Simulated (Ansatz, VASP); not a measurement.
Si in VASP and in Ansatz

Contents of INCAR:

```
SYSTEM = Si
ALGO = Normal
EDIFF = 1E-6
ENCUT = 520
ISIF = 2
ISMEAR = 0
LASPH = .True.
LCHARG = .True.
LELF = .True.
LREAL = Auto
LVHAR = .True.
LWAVE = .False.
NBANDS = 86
NELM = 100
PREC = Accurate
SIGMA = 0.02
```

The input KPOINTS:

```
k-points
0
Gamma
  3 3 3
  0 0 0
```

The input POSCAR:

```
Si
1.0
   -5.4019422760     -5.4019422760      5.4019422760
    5.4019422760     -5.4019422760     -5.4019422760
    5.4019422760      5.4019422760      5.4019422760
Si
32
Direct
    0.2500000000      0.7500000000      0.7500000000
    0.0000000000      0.7500000000      0.0000000000
    0.5000000000      0.5000000000      0.7500000000
    0.2500000000      0.5000000000      0.0000000000
    0.0000000000      0.5000000000      0.2500000000
    0.7500000000      0.7500000000      0.2500000000
    0.5000000000      0.7500000000      0.5000000000
    0.0000000000      0.0000000000      0.7500000000
    0.7500000000      0.2500000000      0.7500000000
    0.5000000000      0.2500000000      0.0000000000
    0.2500000000      0.2500000000      0.2500000000
    0.0000000000      0.2500000000      0.5000000000
    0.7500000000      0.5000000000      0.5000000000
    0.7500000000      0.0000000000      0.0000000000
    0.5000000000      0.0000000000      0.2500000000
    0.2500000000      0.0000000000      0.5000000000
    0.2500000000      0.7500000000      0.5000000000
    0.0000000000      0.7500000000      0.7500000000
    0.5000000000      0.5000000000      0.5000000000
    0.2500000000      0.5000000000      0.7500000000
    0.0000000000      0.5000000000      0.0000000000
    0.7500000000      0.7500000000      0.0000000000
    0.5000000000      0.7500000000      0.2500000000
    0.0000000000      0.0000000000      0.5000000000
    0.7500000000      0.2500000000      0.5000000000
    0.5000000000      0.2500000000      0.7500000000
    0.2500000000      0.2500000000      0.0000000000
    0.0000000000      0.2500000000      0.2500000000
    0.7500000000      0.5000000000      0.2500000000
    0.7500000000      0.0000000000      0.7500000000
    0.5000000000      0.0000000000      0.0000000000
    0.2500000000      0.0000000000      0.2500000000
```

Input for Ansatz:

```yaml
crystal:
  lattice:
    - [-5.401942276, -5.401942276, 5.401942276]
    - [5.401942276, -5.401942276, -5.401942276]
    - [5.401942276, 5.401942276, 5.401942276]
  atoms:
    - { symbol: Si, position: [0.25, 0.75, 0.75] }
    - { symbol: Si, position: [0.0, 0.75, 0.0] }
    - { symbol: Si, position: [0.5, 0.5, 0.75] }
    - { symbol: Si, position: [0.25, 0.5, 0.0] }
    - { symbol: Si, position: [0.0, 0.5, 0.25] }
    - { symbol: Si, position: [0.75, 0.75, 0.25] }
    - { symbol: Si, position: [0.5, 0.75, 0.5] }
    - { symbol: Si, position: [0.0, 0.0, 0.75] }
    - { symbol: Si, position: [0.75, 0.25, 0.75] }
    - { symbol: Si, position: [0.5, 0.25, 0.0] }
    - { symbol: Si, position: [0.25, 0.25, 0.25] }
    - { symbol: Si, position: [0.0, 0.25, 0.5] }
    - { symbol: Si, position: [0.75, 0.5, 0.5] }
    - { symbol: Si, position: [0.75, 0.0, 0.0] }
    - { symbol: Si, position: [0.5, 0.0, 0.25] }
    - { symbol: Si, position: [0.25, 0.0, 0.5] }
    - { symbol: Si, position: [0.25, 0.75, 0.5] }
    - { symbol: Si, position: [0.0, 0.75, 0.75] }
    - { symbol: Si, position: [0.5, 0.5, 0.5] }
    - { symbol: Si, position: [0.25, 0.5, 0.75] }
    - { symbol: Si, position: [0.0, 0.5, 0.0] }
    - { symbol: Si, position: [0.75, 0.75, 0.0] }
    - { symbol: Si, position: [0.5, 0.75, 0.25] }
    - { symbol: Si, position: [0.0, 0.0, 0.5] }
    - { symbol: Si, position: [0.75, 0.25, 0.5] }
    - { symbol: Si, position: [0.5, 0.25, 0.75] }
    - { symbol: Si, position: [0.25, 0.25, 0.0] }
    - { symbol: Si, position: [0.0, 0.25, 0.25] }
    - { symbol: Si, position: [0.75, 0.5, 0.25] }
    - { symbol: Si, position: [0.75, 0.0, 0.75] }
    - { symbol: Si, position: [0.5, 0.0, 0.0] }
    - { symbol: Si, position: [0.25, 0.0, 0.25] }
basis:
  ecutwfc: 420
  xc_grid: 2
kpoints:
  mp_grid: { grid: [3, 3, 3], shift: [0.0, 0.0, 0.0] }
hamiltonian:
  xc: lda
scf:
  occupations: { method: gaussian, width: 0.02 }
output:
  forces: true
  stress: true
  eigenvalues: true
```

Alike in both runs: task single point; functional LDA; k mesh 3 × 3 × 3; occupations gaussian, width 0.02 eV; no spin polarisation.

|  | VASP | Ansatz |
| --- | --- | --- |
| version | VASP 6.6.1 | Ansatz 0.2.0 |
| potentials or method | VASP PAW LDA potentials, release 64 (Si), cutoff 520 eV | scalar-relativistic, plane waves, PAW |
| valence electrons in the cell | 128 | 128 |

|  | VASP | Ansatz | Ansatz less VASP |
| --- | --- | --- | --- |
| gap on the k mesh at the Fermi level (eV) | 0.57 | 0.58 | +0.002 |
| least direct gap on the mesh (eV) | 0.57 | 0.58 | +0.002 |
| pressure (GPa) | 0.1 | 0.0 | -0.05 |

LDA's correlation is that of Perdew and Zunger in VASP and of Perdew and Wang (1992) in Ansatz.
